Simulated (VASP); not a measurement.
# TiPt3 (Pm-3m) in VASP: single point with r2SCAN

Aim: the single point of TiPt3 with r2SCAN.

Program: VASP 6.6.1. These are calculated values, not measurements. Logs are shortened: lines on timing, memory, paths and dates and some standing lists are left out, and cuts for length are marked.

### Step 1. The cell of the first run

Symmetry: Pm-3m, No. 221, cubic system. Conventional cell: a = 3.953 Å, b = 3.953 Å, c = 3.953 Å, α = 90.00°, β = 90.00°, γ = 90.00°. Within 3.7 Å of Ti (site symmetry m-3m) lie 12 Pt at 2.80 Å. Within 3.7 Å of Pt (site symmetry 4/mmm) lie 4 Ti at 2.80 Å and 8 Pt at 2.80 Å.

### Step 2. Single point, r2SCAN

Contents of POSCAR:

```
TiPt3
1.0
    3.9534640000      0.0000000000      0.0000000000
    0.0000000000      3.9534640000      0.0000000000
    0.0000000000      0.0000000000      3.9534640000
Ti Pt
1 3
Direct
    0.0000000000      0.0000000000      0.0000000000
    0.0000000000      0.5000000000      0.5000000000
    0.5000000000      0.0000000000      0.5000000000
    0.5000000000      0.5000000000      0.0000000000
```

Contents of INCAR.step1:

```
ALGO = Normal
EDIFF = 1E-4
ENCUT = 520
GGA = PE
ISMEAR = -1
LASPH = True
LCHARG = False
LREAL = False
LWAVE = True
NBANDS = 29
NELM = 60
PREC = Accurate
SIGMA = 0.0493
```

Contents of INCAR.step2:

```
ALGO = Normal
EDIFF = 1E-6
ENCUT = 520
ISIF = 2
ISMEAR = -1
ISTART = 1
LASPH = True
LCHARG = False
LMIXTAU = True
LREAL = False
LWAVE = False
METAGGA = R2SCAN
NBANDS = 29
NELM = 60
PREC = Accurate
SIGMA = 0.0493
```

Contents of KPOINTS:

```
k-points
0
Gamma
  9 9 9
```

Potentials or basis: VASP PAW PBE potentials, release 64 (Ti_sv, Pt).

Run with:

```console
$ cat potpaw_PBE.64/Ti_sv/POTCAR potpaw_PBE.64/Pt/POTCAR > POTCAR
$ cp INCAR.step1 INCAR
$ mpirun -np 1 vasp_std > vasp.out
$ cp INCAR.step2 INCAR
$ mpirun -np 1 vasp_std > vasp.out
```

OUTCAR:

```text
EDIFF = 1E-6
   ENCUT = 520
   ISIF = 2
   ISMEAR = -1
   ISTART = 1
   LASPH = True
   LREAL = False
   METAGGA = R2SCAN
   NELM = 60
   PREC = Accurate

 ion  position               nearest neighbor table
   1  0.000  0.000  0.000-   2 2.80   3 2.80   4 2.80   2 2.80   3 2.80   2 2.80   4 2.80   2 2.80
                             3 2.80   4 2.80   3 2.80   4 2.80
   2  0.000  0.500  0.500-   1 2.80   3 2.80   4 2.80   1 2.80   4 2.80   1 2.80   3 2.80   1 2.80
                             3 2.80   4 2.80   4 2.80   3 2.80
   3  0.500  0.000  0.500-   1 2.80   2 2.80   4 2.80   1 2.80   4 2.80   2 2.80   4 2.80   4 2.80
                             1 2.80   2 2.80   1 2.80   2 2.80
   4  0.500  0.500  0.000-   1 2.80   2 2.80   3 2.80   2 2.80   3 2.80   1 2.80   3 2.80   3 2.80
                             1 2.80   2 2.80   2 2.80   1 2.80

  LATTYP: Found a simple cubic cell.
 ALAT       =     3.9534640000

  Lattice vectors:

 A1 = (   3.9534640000,   0.0000000000,   0.0000000000)
 A2 = (   0.0000000000,   3.9534640000,   0.0000000000)
 A3 = (   0.0000000000,   0.0000000000,   3.9534640000)

Analysis of symmetry for initial positions (statically):
=====================================================================
 Subroutine PRICEL returns:
 Original cell was already a primitive cell.

 Routine SETGRP: Setting up the symmetry group for a
 simple cubic supercell.

 Subroutine GETGRP returns: Found 48 space group operations
 (whereof 48 operations were pure point group operations)
 out of a pool of 48 trial point group operations.

The static configuration has the point symmetry O_h .

Analysis of symmetry for dynamics (positions and initial velocities):
=====================================================================
 Subroutine PRICEL returns:
 Original cell was already a primitive cell.

 Routine SETGRP: Setting up the symmetry group for a
 simple cubic supercell.

 Subroutine GETGRP returns: Found 48 space group operations
 (whereof 48 operations were pure point group operations)
 out of a pool of 48 trial point group operations.

The dynamic configuration has the point symmetry O_h .

 Subroutine INISYM returns: Found 48 space group operations
 (whereof 48 operations are pure point group operations),
 and found     1 'primitive' translations

----------------------------------------------------------------------------------------

                                     Primitive cell

  volume of cell :      61.7922

  direct lattice vectors                    reciprocal lattice vectors
     3.953464000  0.000000000  0.000000000     0.252942736  0.000000000  0.000000000
     0.000000000  3.953464000  0.000000000     0.000000000  0.252942736  0.000000000
     0.000000000  0.000000000  3.953464000     0.000000000  0.000000000  0.252942736

  length of vectors
     3.953464000  3.953464000  3.953464000     0.252942736  0.252942736  0.252942736

  position of ions in fractional coordinates (direct lattice)
     0.000000000  0.000000000  0.000000000
     0.000000000  0.500000000  0.500000000
     0.500000000  0.000000000  0.500000000
     0.500000000  0.500000000  0.000000000

  ion indices of the primitive-cell ions
   primitive index   ion index
                 1           1
                 2           2
                 3           3
                 4           4

----------------------------------------------------------------------------------------

 KPOINTS: k-points

Automatic generation of k-mesh.
 Grid dimensions read from file:
 generate k-points for:    9    9    9

 Generating k-lattice:

  Cartesian coordinates                     Fractional coordinates (reciprocal lattice)
     0.028104748  0.000000000  0.000000000     0.111111111  0.000000000  0.000000000
     0.000000000  0.028104748  0.000000000     0.000000000  0.111111111  0.000000000
     0.000000000  0.000000000  0.028104748     0.000000000  0.000000000  0.111111111

  Length of vectors
     0.028104748  0.028104748  0.028104748

  Shift w.r.t. Gamma in fractional coordinates (k-lattice)
     0.000000000  0.000000000  0.000000000

 Subroutine IBZKPT returns following result:
 ===========================================

 Found     35 irreducible k-points:

 Following reciprocal coordinates:
            Coordinates               Weight
  0.000000  0.000000  0.000000      1.000000
  0.111111  0.000000  0.000000      6.000000
  0.222222  0.000000  0.000000      6.000000
  0.333333  0.000000  0.000000      6.000000
  0.444444  0.000000  0.000000      6.000000
  0.111111  0.111111  0.000000     12.000000
[... 16 lines left out ...]
  0.333333  0.333333  0.111111     24.000000
  0.444444  0.333333  0.111111     48.000000
 [... further k-points ...]
   k-points           NKPTS =     35   k-points in BZ     NKDIM =     35   number of bands    NBANDS=     29
   number of dos      NEDOS =    301   number of ions     NIONS =      4
   total plane-waves  NPLWV =  27000
   dimension x,y,z NGX =    30 NGY =   30 NGZ =   30
   dimension x,y,z NGXF=    60 NGYF=   60 NGZF=   60
   ions per type =               1   3
   NGX,Y,Z   is equivalent  to a cutoff of  12.62, 12.62, 12.62 a.u.
   NGXF,Y,Z  is equivalent  to a cutoff of  25.23, 25.23, 25.23 a.u.
 SYSTEM =  unknown system
   PREC   = accura    normal or accurate (medium, high low for compatibility)
   ISTART =      1    job   : 0-new  1-cont  2-samecut
   ICHARG =      0    charge: 1-file 2-atom 10-const
   ISPIN  =      1    spin polarized calculation?
   LNONCOLLINEAR =      F non collinear calculations
   LSORBIT =      F    spin-orbit coupling
   LASPH  =      T    aspherical Exc in radial PAW
   ENCUT  =  520.0 eV  38.22 Ry    6.18 a.u.   7.35  7.35  7.35*2*pi/ulx,y,z
   NELM   =     60;   NELMIN=  2; NELMDL=  0     # of ELM steps
   EDIFF  = 0.1E-05   stopping-criterion for ELM
   LREAL  =      F    real-space projection
   EDIFFG = 0.1E-04   stopping-criterion for IOM
   NSW    =      0    number of steps for IOM
   IBRION =     -1    ionic relax: 0-MD 1-quasi-New 2-CG
   NFREE  =      0    steps in history (QN), initial steepest desc. (CG)
   ISIF   =      2    stress and relaxation
   ISYM   =      2    0-nonsym 1-usesym 2-fastsym
   POTIM  = 0.5000    time-step for ionic-motion
   TEBEG  =    0.0;   TEEND  =   0.0 temperature during run
   PSTRESS=    0.0 pullay stress
   NELECT =      42.0000    total number of electrons
   NUPDOWN=      -1.0000    fix difference up-down
   EMIN   =  10.00;   EMAX   =-10.00  energy-range for DOS
   EFERMI =   0.00;   METHOD = LEGACY
   ISMEAR =    -1;   SIGMA  =   0.05  broadening in eV -4-tet -1-fermi 0-gaus
   EFERMI_NEDOS =   21; number of points for ismear=-14 and -15
   IALGO  =     38    algorithm
   IMIX   =      4    mixing-type and parameters
     AMIX     =   0.40;   BMIX     =  1.00
     AMIX_MAG =   1.60;   BMIX_MAG =  1.00
  volume/ion in A,a.u.               =      15.45       104.25
  Fermi-wavevector in a.u.,A,eV,Ry     =   1.439395  2.720063 28.189358  2.071859
  Thomas-Fermi vector in A             =   2.558256
   LORBIT       =      0    0 simple, 1 ext, 2 COOP (PROOUT), +10 PAW based schemes
   METAGGA = R2SCAN    functional components
   LHFCALC =     F    Hartree Fock is set to
   AEXX    =    0.0000 exact exchange contribution
   IVDW    =     0    specifies the selected vdW correction
   LEPSILON=     F    determine dielectric tensor
   LRPA    =     F    only Hartree local field effects (RPA)
 non-spin polarized calculation
  energy-cutoff  :      520.00
  volume of cell :       61.79
 maximum number of plane-waves:      1743
 NGX is ok and might be reduce to    30
   NGX = 15   NGY = 15   NGZ = 15

 number of electron      42.0000003 magnetization

 Free energy of the ion-electron system (eV)
  ---------------------------------------------------
  ext. energy  EPLUGINS =         0.00000000
  ---------------------------------------------------
  free energy    TOTEN  =      -171.12694964 eV

  energy without entropy =     -171.11606084  energy(sigma->0) =     -171.12150524

 E-fermi :  10.9999     XC(G=0): -14.1499

 val. band max:       10.9981842639   @ k =   0.4444   0.1111   0.1111
 cond. band min:      11.0451883779   @ k =   0.4444   0.1111   0.0000
 fundamental gap:      0.0470041141
 Fermi energy:        10.9998812808

 k-point     1 :       0.0000    0.0000    0.0000
  band No.  band energies     occupation
      1     -49.7457      2.00000
      2     -24.9042      2.00000
      3     -24.9042      2.00000
      4     -24.9042      2.00000
      5       0.7749      2.00000
      6       3.7389      2.00000
[... 21 lines left out ...]
     28      12.9323      0.00000
     29      19.3030      0.00000

 k-point     2 :       0.1111    0.0000    0.0000
  band No.  band energies     occupation
      1     -49.7455      2.00000
      2     -24.9068      2.00000
      3     -24.9045      2.00000
      4     -24.9045      2.00000
      5       0.9390      2.00000
      6       3.8401      2.00000
[... 21 lines left out ...]
     28      13.9154      0.00000
     29      19.0574      0.00000

 k-point     3 :       0.2222    0.0000    0.0000
  band No.  band energies     occupation
      1     -49.7451      2.00000
      2     -24.9137      2.00000
      3     -24.9055      2.00000
      4     -24.9055      2.00000
      5       1.4144      2.00000
      6       4.1082      2.00000
[... 21 lines left out ...]
     28      15.3657      0.00000
     29      18.5338      0.00000

 k-point     4 :       0.3333    0.0000    0.0000
  band No.  band energies     occupation
      1     -49.7446      2.00000
      2     -24.9215      2.00000
      3     -24.9067      2.00000
      4     -24.9067      2.00000
      5       2.1348      2.00000
      6       4.2800      2.00000
[... 21 lines left out ...]
     28      16.8907      0.00000
     29      18.0715      0.00000

 k-point     5 :       0.4444    0.0000    0.0000
  band No.  band energies     occupation
      1     -49.7443      2.00000
      2     -24.9265      2.00000
      3     -24.9075      2.00000
      4     -24.9075      2.00000
      5       2.8796      2.00000
      6       4.1792      2.00000
[... 21 lines left out ...]
     28      18.3507      0.00000
     29      18.3507      0.00000
[... 510 lines left out ...]
     28      16.9146      0.00000
     29      17.1048      0.00000

 k-point    22 :       0.4444    0.2222    0.1111
  band No.  band energies     occupation
      1     -49.7440      2.00000
      2     -24.9235      2.00000
      3     -24.9136      2.00000
      4     -24.9093      2.00000
      5       3.4125      2.00000
      6       4.4613      2.00000
[... 21 lines left out ...]
     28      16.4583      0.00000
     29      17.7474      0.00000

 k-point    23 :       0.3333    0.3333    0.1111
  band No.  band energies     occupation
      1     -49.7440      2.00000
      2     -24.9203      2.00000
      3     -24.9165      2.00000
      4     -24.9098      2.00000
      5       3.2565      2.00000
      6       4.8562      2.00000
[... 21 lines left out ...]
     28      15.9238      0.00000
     29      17.7924      0.00000

 k-point    24 :       0.4444    0.3333    0.1111
  band No.  band energies     occupation
      1     -49.7439      2.00000
      2     -24.9217      2.00000
      3     -24.9175      2.00000
      4     -24.9103      2.00000
      5       3.8252      2.00000
      6       4.5741      2.00000
[... 21 lines left out ...]
     28      15.1229      0.00000
     29      18.5690      0.00000

 [... further k-points ...]
[... 5 lines left out ...]
  --------------------------------------------------------------------------------------
  -------------------------------------------------------------------------------------
  Total       -2.0736281     -2.0736281     -2.0736281      0.0000000      0.0000000     -0.0000000
  in kB      -53.7660443    -53.7660443    -53.7660443      0.0000000      0.0000000     -0.0000000
  external PRESSURE =     -53.7660443 kB  Pullay stress =       0.0000000 kB

 VOLUME and BASIS-vectors are now :
 -----------------------------------------------------------------------------
  energy-cutoff  :      520.00
  volume of cell :       61.79
      direct lattice vectors                 reciprocal lattice vectors
     3.953464000  0.000000000  0.000000000     0.252942736  0.000000000  0.000000000
     0.000000000  3.953464000  0.000000000     0.000000000  0.252942736  0.000000000
     0.000000000  0.000000000  3.953464000     0.000000000  0.000000000  0.252942736

 POSITION                                       TOTAL-FORCE (eV/Angst)
 -----------------------------------------------------------------------------------
      0.00000      0.00000      0.00000         0.000000      0.000000      0.000000
      0.00000      1.97673      1.97673         0.000000      0.000000      0.000000
      1.97673      0.00000      1.97673         0.000000      0.000000      0.000000
      1.97673      1.97673      0.00000         0.000000      0.000000      0.000000
 -----------------------------------------------------------------------------------
    total drift:                                0.000000      0.000000     -0.000000

  FREE ENERGIE OF THE ION-ELECTRON SYSTEM (eV)
  ---------------------------------------------------
  free  energy   TOTEN  =      -171.1269496438 eV

  energy  without entropy=     -171.1160608402  energy(sigma->0) =     -171.12150524
```

It took 4.9 min on 1 thread of AMD EPYC 7R43 (Zen 3), shared host; peak memory 0.18 GiB.

What came out:

```yaml
Free_energy: -171.1269 eV
Pressure: -5.4 GPa
Band_gap_on_the_k_mesh: zero (band 21 reaches 12.39 eV, above the bottom of band 22 at 10.86 eV)
```

Levels at points of the mesh, in eV from the Fermi level:
```tsv
k point	band 17	band 18	band 19	band 20	band 21	band 22	band 23	band 24	band 25	band 26
(0.00, 0.00, 0.00)	-0.61	-0.01	-0.01	-0.01	1.39	1.39	1.62	1.62	1.62	1.93
```

Caveat: the PAW data sets were made with another functional, which shifts forces and pressure a little; spin-orbit coupling is left out, which moves the levels of the heavy elements.
